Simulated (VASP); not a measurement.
# Pd (Fd-3m) in VASP: notebook

The runs below take Pd through relaxation of cell and atoms, with LDA.

Program: VASP 6.6.1. These are calculated values, not measurements. Logs are shortened: lines on timing, memory, paths and dates and some standing lists are left out, and cuts for length are marked.

### Step 1. The cell of the first run

The structure is cubic, space group Fd-3m (No. 227). The conventional cell has a = 5.614 Å, b = 5.614 Å, c = 5.614 Å, α = 90.00°, β = 90.00°, γ = 90.00°. Within 3.2 Å of Pd (site symmetry -43m) lie 4 Pd at 2.43 Å.

### Step 2. Relaxation of cell and atoms, LDA

Input file INCAR:

```
PREC = Accurate ; ENCUT = 500
EDIFF = 1E-7 ; ISMEAR = -1
SIGMA = 0.1 ; LREAL = False
LASPH = True ; NELM = 120
ALGO = Normal ; ISIF = 3
LWAVE = False ; LCHARG = False
GGA = CA ; IBRION = 2
NSW = 80 ; EDIFFG = -0.03
GGA_COMPAT = False ; NELMIN = 4
```

Input file KPOINTS:

```
Automatic mesh
0
Gamma
  5 5 5
```

Input file POSCAR:

```
Pd
1.0
    0.0000000000      2.8070902001      2.8070902001
    2.8070902001      0.0000000000      2.8070902001
    2.8070902001      2.8070902001      0.0000000000
Pd
2
Direct
    0.0000000000      0.0000000000      0.0000000000
    0.2500000000      0.2500000000      0.2500000000
```

Potentials or basis: VASP PAW LDA potentials, release 64 (Pd).

Command:

```
$ cat potpaw_LDA.64/Pd/POTCAR > POTCAR
$ mpirun -np 1 vasp_std > vasp.out
```

OUTCAR:

```text
PREC = Accurate
   ENCUT = 500
   EDIFF = 1E-7
   ISMEAR = -1
   LREAL = False
   LASPH = True
   NELM = 120
   ISIF = 3
   GGA = CA
   IBRION = 2
   NSW = 80
   EDIFFG = -0.03
   NELMIN = 4

 ion  position               nearest neighbor table
   1  0.000  0.000  0.000-   2 2.43   2 2.43   2 2.43   2 2.43
   2  0.250  0.250  0.250-   1 2.43   1 2.43   1 2.43   1 2.43

  LATTYP: Found a face centered cubic cell.
 ALAT       =     5.6141804002

  Lattice vectors:

 A1 = (   0.0000000000,   2.8070902001,   2.8070902001)
 A2 = (   2.8070902001,   0.0000000000,   2.8070902001)
 A3 = (   2.8070902001,   2.8070902001,   0.0000000000)

Analysis of symmetry for initial positions (statically):
=====================================================================
 Subroutine PRICEL returns:
 Original cell was already a primitive cell.

 Routine SETGRP: Setting up the symmetry group for a
 face centered cubic supercell.

 Subroutine GETGRP returns: Found 48 space group operations
 (whereof 24 operations were pure point group operations)
 out of a pool of 48 trial point group operations.

The static configuration has the point symmetry T_d .
 The point group associated with its full space group is O_h .

Analysis of symmetry for dynamics (positions and initial velocities):
=====================================================================
 Subroutine PRICEL returns:
 Original cell was already a primitive cell.

 Routine SETGRP: Setting up the symmetry group for a
 face centered cubic supercell.

 Subroutine GETGRP returns: Found 48 space group operations
 (whereof 24 operations were pure point group operations)
 out of a pool of 48 trial point group operations.

The dynamic configuration has the point symmetry T_d .
 The point group associated with its full space group is O_h .

 Subroutine INISYM returns: Found 48 space group operations
 (whereof 24 operations are pure point group operations),
 and found     1 'primitive' translations

----------------------------------------------------------------------------------------

                                     Primitive cell

  volume of cell :      44.2384

  direct lattice vectors                    reciprocal lattice vectors
     0.000000000  2.807090200  2.807090200    -0.178120390  0.178120390  0.178120390
     2.807090200  0.000000000  2.807090200     0.178120390 -0.178120390  0.178120390
     2.807090200  2.807090200  0.000000000     0.178120390  0.178120390 -0.178120390

  length of vectors
     3.969825032  3.969825032  3.969825032     0.308513565  0.308513565  0.308513565

  position of ions in fractional coordinates (direct lattice)
     0.000000000  0.000000000  0.000000000
     0.250000000  0.250000000  0.250000000

  ion indices of the primitive-cell ions
   primitive index   ion index
                 1           1
                 2           2

----------------------------------------------------------------------------------------

 KPOINTS: Automatic mesh

Automatic generation of k-mesh.
 Grid dimensions read from file:
 generate k-points for:    5    5    5

 Generating k-lattice:

  Cartesian coordinates                     Fractional coordinates (reciprocal lattice)
    -0.035624078  0.035624078  0.035624078     0.200000000  0.000000000  0.000000000
     0.035624078 -0.035624078  0.035624078     0.000000000  0.200000000  0.000000000
     0.035624078  0.035624078 -0.035624078     0.000000000  0.000000000  0.200000000

  Length of vectors
     0.061702713  0.061702713  0.061702713

  Shift w.r.t. Gamma in fractional coordinates (k-lattice)
     0.000000000  0.000000000  0.000000000

 Subroutine IBZKPT returns following result:
 ===========================================

 Found     10 irreducible k-points:

 Following reciprocal coordinates:
            Coordinates               Weight
  0.000000  0.000000  0.000000      1.000000
  0.200000  0.000000  0.000000      8.000000
  0.400000  0.000000  0.000000      8.000000
  0.200000  0.200000  0.000000      6.000000
  0.400000  0.200000  0.000000     24.000000
 -0.400000  0.200000  0.000000     24.000000
 -0.200000  0.200000  0.000000     12.000000
  0.400000  0.400000  0.000000      6.000000
 -0.400000  0.400000  0.000000     12.000000
 -0.400000  0.400000  0.200000     24.000000
   k-points           NKPTS =     10   k-points in BZ     NKDIM =     10   number of bands    NBANDS=     14
   number of dos      NEDOS =    301   number of ions     NIONS =      2
   total plane-waves  NPLWV =  27000
   dimension x,y,z NGX =    30 NGY =   30 NGZ =   30
   dimension x,y,z NGXF=    60 NGYF=   60 NGZF=   60
   ions per type =               2
   NGX,Y,Z   is equivalent  to a cutoff of  12.56, 12.56, 12.56 a.u.
   NGXF,Y,Z  is equivalent  to a cutoff of  25.13, 25.13, 25.13 a.u.
 SYSTEM =  unknown system
   PREC   = accura    normal or accurate (medium, high low for compatibility)
   ISTART =      0    job   : 0-new  1-cont  2-samecut
   ICHARG =      2    charge: 1-file 2-atom 10-const
   ISPIN  =      1    spin polarized calculation?
   LNONCOLLINEAR =      F non collinear calculations
   LSORBIT =      F    spin-orbit coupling
   LASPH  =      T    aspherical Exc in radial PAW
   ENCUT  =  500.0 eV  36.75 Ry    6.06 a.u.   7.24  7.24  7.24*2*pi/ulx,y,z
   NELM   =    120;   NELMIN=  4; NELMDL= -5     # of ELM steps
   EDIFF  = 0.1E-06   stopping-criterion for ELM
   LREAL  =      F    real-space projection
   EDIFFG = -.3E-01   stopping-criterion for IOM
   NSW    =     80    number of steps for IOM
   IBRION =      2    ionic relax: 0-MD 1-quasi-New 2-CG
   NFREE  =      1    steps in history (QN), initial steepest desc. (CG)
   ISIF   =      3    stress and relaxation
   ISYM   =      2    0-nonsym 1-usesym 2-fastsym
   POTIM  = 0.5000    time-step for ionic-motion
   TEBEG  =    0.0;   TEEND  =   0.0 temperature during run
   PSTRESS=    0.0 pullay stress
   NELECT =      20.0000    total number of electrons
   NUPDOWN=      -1.0000    fix difference up-down
   EMIN   =  10.00;   EMAX   =-10.00  energy-range for DOS
   EFERMI =   0.00;   METHOD = LEGACY
   ISMEAR =    -1;   SIGMA  =   0.10  broadening in eV -4-tet -1-fermi 0-gaus
   EFERMI_NEDOS =   21; number of points for ismear=-14 and -15
   IALGO  =     38    algorithm
   IMIX   =      4    mixing-type and parameters
     AMIX     =   0.40;   BMIX     =  1.00
     AMIX_MAG =   1.60;   BMIX_MAG =  1.00
  volume/ion in A,a.u.               =      22.12       149.27
  Fermi-wavevector in a.u.,A,eV,Ry     =   1.256469  2.374382 21.479715  1.578714
  Thomas-Fermi vector in A             =   2.390176
   LORBIT       =      0    0 simple, 1 ext, 2 COOP (PROOUT), +10 PAW based schemes
   GGA     = CA    functional components
   LHFCALC =     F    Hartree Fock is set to
   AEXX    =    0.0000 exact exchange contribution
   IVDW    =     0    specifies the selected vdW correction
   LEPSILON=     F    determine dielectric tensor
   LRPA    =     F    only Hartree local field effects (RPA)
 conjugate gradient relaxation of ions
 non-spin polarized calculation
  energy-cutoff  :      500.00
  volume of cell :       44.24
 maximum number of plane-waves:      1139
 NGX is ok and might be reduce to    30
   NGX = 15   NGY = 15   NGZ = 15

--------------------------------------- Ionic step        1  -------------------------------------------

 number of electron      19.9999991 magnetization

 Free energy of the ion-electron system (eV)
  ---------------------------------------------------
  ext. energy  EPLUGINS =         0.00000000
  ---------------------------------------------------
  free energy    TOTEN  =       -10.26298607 eV

  energy without entropy =      -10.09525968  energy(sigma->0) =      -10.17912287

------------------------ aborting loop because EDIFF is reached ----------------------------------------

  FORCE on cell =-STRESS in cart. coord.  units (eV):
  Direction    XX          YY          ZZ          XY          YZ          ZX
  --------------------------------------------------------------------------------------
  -------------------------------------------------------------------------------------
  Total        0.2407674      0.2407674      0.2407674     -0.0000000     -0.0000000      0.0000000
  in kB        8.7198533      8.7198533      8.7198533     -0.0000000     -0.0000000      0.0000000
  external PRESSURE =       8.7198533 kB  Pullay stress =       0.0000000 kB

 VOLUME and BASIS-vectors are now :
 -----------------------------------------------------------------------------
  energy-cutoff  :      500.00
  volume of cell :       44.24
      direct lattice vectors                 reciprocal lattice vectors
     0.000000000  2.807090200  2.807090200    -0.178120390  0.178120390  0.178120390
     2.807090200  0.000000000  2.807090200     0.178120390 -0.178120390  0.178120390
     2.807090200  2.807090200  0.000000000     0.178120390  0.178120390 -0.178120390
[... 37 lines left out ...]
 POSITION                                       TOTAL-FORCE (eV/Angst)
 -----------------------------------------------------------------------------------
      5.64679      5.64679      5.64679         0.000000      0.000000      0.000000
      1.41170      1.41170      1.41170        -0.000000     -0.000000     -0.000000
 -----------------------------------------------------------------------------------
    total drift:                                0.000000     -0.000000      0.000000

  FREE ENERGIE OF THE ION-ELECTRON SYSTEM (eV)
  ---------------------------------------------------
  free  energy   TOTEN  =       -10.2632190204 eV

  energy  without entropy=      -10.0955854894  energy(sigma->0) =      -10.17940225

--------------------------------------- Ionic step        3  -------------------------------------------

 number of electron      19.9999992 magnetization

 Free energy of the ion-electron system (eV)
  ---------------------------------------------------
  ext. energy  EPLUGINS =         0.00000000
  ---------------------------------------------------
  free energy    TOTEN  =       -10.26408755 eV

  energy without entropy =      -10.09643811  energy(sigma->0) =      -10.18026283

 E-fermi :   4.7111     XC(G=0): -10.7887

 val. band max:        4.6371603159   @ k =  -0.4000   0.4000   0.2000
 cond. band min:       4.7187370347   @ k =  -0.2000   0.2000   0.0000
 fundamental gap:      0.0815767188
 Fermi energy:         4.7111374908

 k-point     1 :       0.0000    0.0000    0.0000
  band No.  band energies     occupation
      1      -0.4198      2.00000
      2       0.8884      2.00000
      3       0.8884      2.00000
      4       1.0627      2.00000
      5       1.0627      2.00000
      6       1.0627      2.00000
      7       3.1558      2.00000
      8       3.1558      2.00000
      9       3.1558      2.00000
     10       4.5335      1.71058
     11       4.5335      1.71058
     12      16.8438      0.00000
     13      16.8438      0.00000
     14      16.8438      0.00000

 k-point     2 :       0.2000    0.0000    0.0000
  band No.  band energies     occupation
      1       0.1518      2.00000
      2       0.7084      2.00000
      3       0.7084      2.00000
      4       1.0947      2.00000
      5       1.3705      2.00000
      6       1.3705      2.00000
      7       2.9599      2.00000
      8       3.1406      2.00000
      9       3.1406      2.00000
     10       4.5208      1.74058
[... 160 lines left out ...]
 POSITION                                       TOTAL-FORCE (eV/Angst)
 -----------------------------------------------------------------------------------
      0.00000      0.00000      0.00000         0.000000      0.000000      0.000000
      1.40784      1.40784      1.40784        -0.000000     -0.000000     -0.000000
 -----------------------------------------------------------------------------------
    total drift:                                0.000000     -0.000000      0.000000

  FREE ENERGIE OF THE ION-ELECTRON SYSTEM (eV)
  ---------------------------------------------------
  free  energy   TOTEN  =       -10.2640875478 eV

  energy  without entropy=      -10.0964381052  energy(sigma->0) =      -10.18026283

 reached required accuracy - stopping structural energy minimisation
```

It took 7.7 s on 1 thread of Intel Xeon 6975P-C (Granite Rapids), shared host; peak memory 0.15 GiB.

What came out:

- Free energy: -10.2641 eV
- Relaxed volume: 22.32 Å³/atom
- Relaxed cell: a = 3.982 Å, b = 3.982 Å, c = 3.982 Å, α = 60.00°, β = 60.00°, γ = 60.00°
- Space group after relaxing (to 0.05 Å): Fd-3m (No. 227)
- Energy gained by relaxing: 0.6 meV/atom
- Ionic steps: 3
- Pressure after relaxing: 0.0 GPa
- Band gap on the k mesh: zero (band 10 reaches 4.75 eV, above the bottom of band 11 at 4.38 eV)

The path:
| step | energy change (eV) | largest force (eV/Å) | pressure (GPa) | volume (Å³) |
| --- | --- | --- | --- | --- |
| 1 | 0.0000 | 0.0000 | 0.87 | 44.24 |
| 2 | -0.0002 | 0.0000 | -0.75 | 45.01 |
| 3 | -0.0011 | 0.0000 | 0.00 | 44.65 |

Final structure:
```
Pd
1.0
     0.00000    2.81569    2.81569
     2.81569    0.00000    2.81569
     2.81569    2.81569    0.00000
Pd
2
Direct
  0.00000 0.00000 0.00000
  0.25000 0.25000 0.25000
```

Levels at points of the mesh, in eV from the Fermi level:
```csv
k point,band 8,band 9,band 10,band 11,band 12,band 13
"(0.00, 0.00, 0.00)",-1.56,-1.56,-0.18,-0.18,12.13,12.13
```

Caveat: the k points lie up to 0.39 Å⁻¹ apart in the final cell.

### Step 3. Relaxation of cell and atoms, LDA

This run uses another cell than the first one, of 19.14 Å³/atom, 0.865 times its volume.

Input file INCAR:

```
SYSTEM = Pd
ALGO = Normal
EDIFF = 1E-7
EDIFFG = -0.03
ENCUT = 500
GGA = CA
GGA_COMPAT = .FALSE.
IBRION = 2
ISIF = 3
ISMEAR = -1
LASPH = .TRUE.
LCHARG = .FALSE.
LREAL = .FALSE.
LWAVE = .FALSE.
NELM = 120
NELMIN = 4
NSW = 80
PREC = Accurate
SIGMA = 0.1
```

Input file KPOINTS:

```
k-points
0
G
  6 6 6
  0 0 0
```

Input file POSCAR:

```
Pd
1.0
    0.0000000000      2.6750000000      2.6750000000
    2.6750000000      0.0000000000      2.6750000000
    2.6750000000      2.6750000000      0.0000000000
Pd
2
Direct
    0.0000000000      0.0000000000      0.0000000000
    0.2500000000      0.2500000000      0.2500000000
```

Potentials or basis: VASP PAW LDA potentials, release 64 (Pd).

Command:

```
$ cat potpaw_LDA.64/Pd/POTCAR > POTCAR
$ mpirun -np 1 vasp_std > vasp.out
```

It took 12 s on 1 thread of Intel Xeon 6975P-C (Granite Rapids), shared host; peak memory 0.14 GiB.

It converged, with:

* Free energy: -10.2776 eV
* Relaxed volume: 22.10 Å³/atom
* Relaxed cell: a = 3.969 Å, b = 3.969 Å, c = 3.969 Å, α = 60.00°, β = 60.00°, γ = 60.00°
* Space group after relaxing (to 0.05 Å): Fd-3m (No. 227)
* Energy gained by relaxing: 156.0 meV/atom
* Ionic steps: 4
* Pressure after relaxing: -0.1 GPa
* Band gap on the k mesh: zero (band 10 reaches 4.75 eV, above the bottom of band 11 at 4.40 eV)

The path:
| step | energy change (eV) | largest force (eV/Å) | pressure (GPa) | volume (Å³) |
| --- | --- | --- | --- | --- |
| 1 | 0.0000 | 0.0000 | 19.69 | 38.28 |
| 2 | 0.0397 | 0.0000 | -10.77 | 52.85 |
| 3 | -0.3117 | 0.0000 | -0.50 | 44.39 |
| 4 | -0.3120 | 0.0000 | -0.09 | 44.20 |

Final structure:
```xyz
2
Lattice="0.0000 2.8063 2.8063 2.8063 0.0000 2.8063 2.8063 2.8063 0.0000" Properties=species:S:1:pos:R:3 pbc="T T T"
Pd    0.0000    0.0000    0.0000
Pd    1.4032    1.4032    1.4032
```

Levels at points of the mesh, in eV from the Fermi level:
| k point | band 7 | band 8 | band 9 | band 10 | band 11 | band 12 | band 13 | band 14 |
| --- | --- | --- | --- | --- | --- | --- | --- | --- |
| (0.00, 0.00, 0.00) | -1.55 | -1.55 | -1.55 | -0.16 | -0.16 | 12.29 | 12.29 | 12.29 |
| (0.50, 0.00, 0.00) | -1.16 | -1.16 | -0.38 | -0.38 | -0.32 | 1.36 | 8.90 | 8.90 |
| (0.50, 0.50, 0.00) | -2.09 | -2.09 | -0.18 | -0.18 | 1.99 | 1.99 | 4.84 | 4.84 |

Caveat: the volume moved by over 15 % at a fixed basis, so the end points are rough.
